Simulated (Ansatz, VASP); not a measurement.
## Ru in VASP and in Ansatz

```
Ru
1.0
     2.77851    0.00000    0.00000
    -1.38926    2.40626    0.00000
     0.00000    0.00000    4.03530
Ru
2
Cartesian
  0.0000 1.6042 1.0088
  1.3893 0.8021 3.0265
```

Alike in both runs: task single point; functional r2SCAN; k mesh 30 × 30 × 16; occupations gaussian, width 0.15 eV; no spin polarisation.

|  | VASP | Ansatz |
| --- | --- | --- |
| version | VASP 6.6.1 | Ansatz 0.2.0 |
| potentials or method | VASP PAW PBE potentials, release 64 (Ru_pv), cutoff 520 eV | scalar-relativistic, plane waves, PAW |
| valence electrons in the cell | 28 | 32 |

|  | VASP | Ansatz | Ansatz less VASP |
| --- | --- | --- | --- |
| gap on the k mesh at the Fermi level (eV) | none | none | - |
| pressure (GPa) | 5.4 | 3.9 | -1.58 |
| traceless stress, the component that is largest in VASP (GPa) | 24.56 | 24.27 | -0.291 |

VASP's potentials were made for PBE, not for r2SCAN. A gap of «none» marks a metal or a gap that the smearing closes. VASP's potentials hold 28 valence electrons a cell and Ansatz's 32, so a difference there can come from the potentials and not from the codes.
